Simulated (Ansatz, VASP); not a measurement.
# One calculation of Zn, two programs

POSCAR

```
Zn
1.0
   -1.5794282763      1.5794282763      1.5794282763
    1.5794282763     -1.5794282763      1.5794282763
    1.5794282763      1.5794282763     -1.5794282763
Zn
1
Direct
    0.0000000000      0.0000000000      0.0000000000
```

INCAR.step1

```
SYSTEM = Zn
PREC = Accurate
ENCUT = 520
EDIFF = 1E-5
ISMEAR = -1
SIGMA = 0.05
LREAL = .FALSE.
LASPH = .TRUE.
NELM = 80
ALGO = Normal
ISIF = 2
LWAVE = .TRUE.
LCHARG = .FALSE.
NBANDS = 12
GGA = PE
```

The input INCAR.step2:

```
SYSTEM = Zn
PREC = Accurate
ENCUT = 520
EDIFF = 1E-7
ISMEAR = -1
SIGMA = 0.05
LREAL = .FALSE.
LASPH = .TRUE.
NELM = 80
ALGO = Normal
ISIF = 2
LWAVE = .FALSE.
LCHARG = .FALSE.
GGA = PE
LHFCALC = .TRUE.
AEXX = 0.25
PRECFOCK = Normal
NBANDS = 12
ISTART = 1
```

KPOINTS

```
Automatic mesh
0
G
  6 6 6
  0 0 0
```

File input.yaml:

```yaml
crystal:
  lattice:
    - [-1.5794282763, 1.5794282763, 1.5794282763]
    - [1.5794282763, -1.5794282763, 1.5794282763]
    - [1.5794282763, 1.5794282763, -1.5794282763]
  atoms:
    - { symbol: Zn, position: [0.0, 0.0, 0.0] }
hamiltonian:
  xc: pbe0
  pseudopotentials: { kind: paw }
kpoints:
  mp_grid: { grid: [6, 6, 6] }
scf:
  occupations: { method: fermi_dirac, width: 0.05 }
output:
  forces: true
  stress: true
  eigenvalues: true
```

Alike in both runs: task single point; functional PBE0; k mesh 6 × 6 × 6; occupations fermi-dirac, width 0.05 eV; no spin polarisation.

|  | VASP | Ansatz |
| --- | --- | --- |
| version | VASP 6.6.1 | Ansatz 0.2.0 |
| potentials or method | VASP PAW PBE potentials, release 64 (Zn) | Ansatz PAW |
| plane-wave cutoff (eV) | 520 | 420 |
| valence electrons in the cell | 12 | 12 |

```tsv
	VASP	Ansatz	Ansatz less VASP
gap on the k mesh at the Fermi level (eV)	none	none	-
pressure (GPa)	-1.5	-1.5	+0.04
```

A gap of «none» marks a metal or a gap that the smearing closes.

The k mesh is coarse, so the values compare programs but aren't converged.
